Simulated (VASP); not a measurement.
The system is Na3Sc.

```
Na Sc
1.0
     4.28494    0.00000    0.00000
     0.00000    4.28494    0.00000
     0.00000    0.00000    4.24090
Na Sc
3 1
Direct
  0.00000 0.50000 0.50000
  0.50000 0.00000 0.50000
  0.50000 0.50000 0.00000
  0.00000 0.00000 0.00000
```

* Program: VASP 6.6.1
* Task: relaxation of cell and atoms
* Functional: PBE
* Potentials or basis: VASP PAW PBE potentials, release 64 (Na_pv, Sc_sv)
* Cutoff: 600 eV
* k mesh: 4 × 4 × 4
* Occupations: gaussian, width 0.1 eV
* Spin: no spin polarisation

At the start: pressure 17.5 GPa; volume 19.47 Å³/atom.

**Question.** Where does the relaxation end?

**Answer.** Over 4 steps the energy falls by 437.4 meV/atom and the volume is 31.29 Å³/atom (+60.7 %); space group Pm-3m (No. 221, to 0.1 Å) before and after.

The path:
| step | energy change (eV) | largest force (eV/Å) | pressure (GPa) | volume (Å³) |
| --- | --- | --- | --- | --- |
| 1 | 0.0000 | 0.0000 | 17.53 | 77.87 |
| 2 | -1.5072 | 0.0000 | 4.08 | 104.43 |
| 3 | -1.7217 | 0.0000 | 1.16 | 118.24 |
| 4 | -1.7495 | 0.0000 | 0.17 | 125.16 |

Final structure:
```cif
data_structure
_symmetry_space_group_name_H-M 'P 1'
_symmetry_Int_Tables_number 1
_cell_length_a 5.0190
_cell_length_b 5.0190
_cell_length_c 4.9687
_cell_angle_alpha 90.000
_cell_angle_beta 90.000
_cell_angle_gamma 90.000
_cell_volume 125.16
loop_
_atom_site_label
_atom_site_type_symbol
_atom_site_fract_x
_atom_site_fract_y
_atom_site_fract_z
_atom_site_occupancy
Na1 Na 0.00000 0.50000 0.50000 1
Na2 Na 0.50000 0.00000 0.50000 1
Na3 Na 0.50000 0.50000 0.00000 1
Sc1 Sc 0.00000 0.00000 0.00000 1
```

Caveat: the k points lie up to 0.32 Å⁻¹ apart in the final cell, too coarse for converged energies and pressures of a metal; the volume moved by over 15 % at a fixed basis, so the end points are rough.
